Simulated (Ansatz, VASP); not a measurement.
# One calculation of Na3HSe, two programs

```
Na H Se
1.0
     4.54796    0.00000    0.00000
     0.00000    4.54796    0.00000
     0.00000    0.00000    4.54796
Na H Se
3 1 1
Direct
  0.00000 0.50000 0.50000
  0.50000 0.00000 0.50000
  0.50000 0.50000 0.00000
  0.50000 0.50000 0.50000
  0.00000 0.00000 0.00000
```

Alike in both runs: task electric field gradients; functional PBE; k mesh 6 × 6 × 6; occupations gaussian, width 0.05 eV; no spin polarisation.

|  | VASP | Ansatz |
| --- | --- | --- |
| version | VASP 6.6.1 | Ansatz 0.2.0 |
| potentials or method | VASP PAW PBE potentials, release 64 (Na_pv, H, Se), cutoff 520 eV | scalar-relativistic, plane waves, PAW |
| valence electrons in the cell | 28 | 44 |

Ansatz gave:

```
gap on the k mesh at the Fermi level (eV)            : 2.78
least direct gap on the mesh (eV)                    : 2.93
pressure (GPa)                                       : 0.0
size of Vzz on the site where it differs most (V/Å²) : 7.4
```

**Question.** Which values does VASP return?

**Answer.** gap on the k mesh at the Fermi level (eV): 2.79; least direct gap on the mesh (eV): 2.93; pressure (GPa): 0.0; size of Vzz on the site where it differs most (V/Å²): 8.5.

VASP's potentials hold 28 valence electrons a cell and Ansatz's 44, so a difference there can come from the potentials and not from the codes.
